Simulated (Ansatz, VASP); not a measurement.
## MgZn2Te3: VASP beside Ansatz

File INCAR:

```
SYSTEM = MgZn2Te3
PREC = Accurate ; ENCUT = 600
EDIFF = 1E-7 ; ISMEAR = 0
SIGMA = 0.02 ; LREAL = .False.
LASPH = .True. ; NELM = 100
ALGO = Normal ; ISIF = 3
LWAVE = .False. ; LCHARG = .False.
GGA = PE ; IBRION = 2
NSW = 100 ; EDIFFG = -0.01
```

Contents of KPOINTS:

```
regular mesh
0
Gamma
  6 6 2
  0 0 0
```

POSCAR

```
MgZn2Te3
1.0
    4.4330759000      0.0000000000      0.0000000000
   -2.2165380000      3.8391564000      0.0000000000
    0.0000000000      0.0000000000     21.9772526000
Mg Zn Te
2 4 6
Direct
    0.3333333000      0.6666667000      0.0023200000
    0.6666667000      0.3333333000      0.5023200000
    0.3333333000      0.6666667000      0.3326630000
    0.3333333000      0.6666667000      0.6711030000
    0.6666667000      0.3333333000      0.1711030000
    0.6666667000      0.3333333000      0.8326630000
    0.3333333000      0.6666667000      0.1310580000
    0.3333333000      0.6666667000      0.4546270000
    0.3333333000      0.6666667000      0.7932300000
    0.6666667000      0.3333333000      0.2932300000
    0.6666667000      0.3333333000      0.6310580000
    0.6666667000      0.3333333000      0.9546270000
```

Input for Ansatz:

```yaml
crystal:
  lattice:
    - [4.4330759, 0.0, 0.0]
    - [-2.216538, 3.8391564, 0.0]
    - [0.0, 0.0, 21.9772526]
  atoms:
    - { symbol: Mg, position: [0.3333333, 0.6666667, 0.00232] }
    - { symbol: Mg, position: [0.6666667, 0.3333333, 0.50232] }
    - { symbol: Zn, position: [0.3333333, 0.6666667, 0.332663] }
    - { symbol: Zn, position: [0.3333333, 0.6666667, 0.671103] }
    - { symbol: Zn, position: [0.6666667, 0.3333333, 0.171103] }
    - { symbol: Zn, position: [0.6666667, 0.3333333, 0.832663] }
    - { symbol: Te, position: [0.3333333, 0.6666667, 0.131058] }
    - { symbol: Te, position: [0.3333333, 0.6666667, 0.454627] }
    - { symbol: Te, position: [0.3333333, 0.6666667, 0.79323] }
    - { symbol: Te, position: [0.6666667, 0.3333333, 0.29323] }
    - { symbol: Te, position: [0.6666667, 0.3333333, 0.631058] }
    - { symbol: Te, position: [0.6666667, 0.3333333, 0.954627] }
basis:
  ecutwfc: 420
kpoints:
  mp_grid: { grid: [6, 6, 2] }
hamiltonian:
  xc: pbe
scf:
  occupations: { method: gaussian, width: 0.02 }
output:
  forces: true
  stress: true
  eigenvalues: true
  write_density: true
  write_potential: true
  elf: true
  volumetric_format: npy
relax:
  adjacent_minimum: "off"
  f_tol: 0.01
  max_steps: 80
  cell: { stress_tol: 0.05 }
```

Alike in both runs: task relaxation of cell and atoms; functional PBE; k mesh 6 × 6 × 2; occupations gaussian, width 0.02 eV; no spin polarisation.

```csv
,VASP,Ansatz
version,VASP 6.6.1,Ansatz 0.2.0
potentials or method,"VASP PAW PBE potentials, release 64 (Mg, Zn, Te), cutoff 600 eV","scalar-relativistic, plane waves, PAW"
valence electrons in the cell,88,164
```

VASP gave:

| Item | Value |
| --- | --- |
| gap on the k mesh at the Fermi level, each at its own relaxed structure (eV) | 1.23 |
| relaxed volume (Å³/atom) | 31.18 |
| relaxed length of the cell vector where the two differ most in proportion (Å) | 4.434 |

**Question.** Estimate Ansatz's values.

**Answer.** gap on the k mesh at the Fermi level, each at its own relaxed structure (eV): 1.24; relaxed volume (Å³/atom): 31.17; relaxed length of the cell vector where the two differ most in proportion (Å): 4.433.

VASP's potentials hold 88 valence electrons a cell and Ansatz's 164, so a difference there can come from the potentials and not from the codes.

Neither program's run includes spin-orbit coupling.
